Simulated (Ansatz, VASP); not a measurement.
Two plane-wave programs on SnO2

```
Sn O
1.0
     4.72899    0.00000    0.00000
     0.00000    4.72901    0.00000
     0.00000    0.00000    3.37461
Sn O
2 4
Direct
  0.50000 0.50000 0.50000
  0.00000 0.00000 0.00000
  0.29925 0.29931 0.00000
  0.79925 0.20069 0.50000
  0.20075 0.79931 0.50000
  0.70075 0.70069 0.00000
```

Alike in both runs: task single point; functional PBE; k mesh 6 × 6 × 8; occupations gaussian, width 0.05 eV; no spin polarisation.

|  | VASP | Ansatz |
| --- | --- | --- |
| version | VASP 6.6.1 | Ansatz 0.2.0 |
| potentials or method | VASP PAW PBE potentials, release 64 (Sn_d, O), cutoff 520 eV | scalar-relativistic, plane waves, PAW |
| valence electrons in the cell | 52 | 52 |

```tsv
	VASP	Ansatz	Ansatz less VASP
gap on the k mesh at the Fermi level (eV)	0.43	0.44	+0.013
least direct gap on the mesh (eV)	0.43	0.44	+0.013
pressure (GPa)	-0.7	-1.3	-0.58
traceless stress, the component that is largest in VASP (GPa)	-8.51	-8.50	+0.011
rms of the force components (eV/Å)	0.536	0.529	-0.0077
```

Atom by atom the forces differ by 0.008 eV/Å (rms over components). With one functional, cell and mesh, what is left measures potentials, basis and numerics.
